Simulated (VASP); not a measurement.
Pd: single point with PBE+D3(BJ)

The system is Pd.

```
Pd
1.0
     0.00000    1.95939    1.95939
     1.95939    0.00000    1.95939
     1.95939    1.95939    0.00000
Pd
1
Direct
  0.00000 0.00000 0.00000
```

* Program: VASP 6.6.1
* Task: single point
* Functional: PBE
* Dispersion: D3(BJ)
* Potentials or basis: VASP PAW PBE potentials, release 64 (Pd)
* Cutoff: 520 eV
* k mesh: 12 × 12 × 12
* Occupations: fermi-dirac, width 0.05 eV
* Spin: no spin polarisation

| Item | Value |
| --- | --- |
| Pressure | -4.5 GPa |
| Band gap on the k mesh | zero (band 5 reaches 9.72 eV, above the bottom of band 6 at 8.19 eV) |
| Dispersion energy per atom | -0.654 eV |

Levels at points of the mesh, in eV from the Fermi level:
| k point | band 3 | band 4 | band 5 | band 6 | band 7 | band 8 |
| --- | --- | --- | --- | --- | --- | --- |
| (0.00, 0.00, 0.00) | -2.73 | -2.73 | -1.17 | -1.17 | 17.21 | 21.88 |
| (0.50, 0.00, 0.00) | -2.77 | -0.01 | -0.01 | 1.09 | 7.19 | 16.57 |
| (0.50, 0.50, 0.00) | -0.04 | 0.30 | 0.30 | 3.38 | 10.59 | 13.13 |

It took 6.5 s on 1 thread of Intel Xeon 6975P-C, on a shared host, peak memory 0.15 GiB.

Caveat: pairwise dispersion overbinds metals, which lowers pressure and volume.
